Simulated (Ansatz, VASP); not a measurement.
**YAlSe3: VASP beside Ansatz**

```
Y Al Se
1.0
     4.89294    0.00000    0.00000
     0.00000    4.89294    0.00000
     0.00000    0.00000    4.89294
Y Al Se
1 1 3
Cartesian
  0.0000 0.0000 0.0000
  2.4465 2.4465 2.4465
  0.0000 2.4465 2.4465
  2.4465 0.0000 2.4465
  2.4465 2.4465 0.0000
```

Change from the starting cell: species swapped into the CsPbBr3 type (Pm-3m, No. 221).

Alike in both runs: functional PBE; k mesh 8 × 8 × 8; occupations gaussian, width 0.1 eV; no spin polarisation.

Ansatz relaxed the structure, and its values are those at the end. VASP's run is a single point on that final structure, the one shown.

|  | VASP | Ansatz |
| --- | --- | --- |
| version | VASP 6.6.1 | Ansatz 0.2.0 |
| potentials or method | VASP PAW PBE potentials, release 64 (Y_sv, Al, Se), cutoff 520 eV | scalar-relativistic, plane waves, PAW |
| valence electrons in the cell | 32 | 62 |

Ansatz gave:

| Item | Value |
| --- | --- |
| gap on the k mesh at the Fermi level (eV) | none |
| pressure (GPa) | 0.0 |

Question: What did VASP give for the same quantities?

Answer: gap on the k mesh at the Fermi level (eV): none; pressure (GPa): 0.1.

A gap of «none» marks a metal or a gap that the smearing closes. VASP's potentials hold 32 valence electrons a cell and Ansatz's 62, so a difference there can come from the potentials and not from the codes.
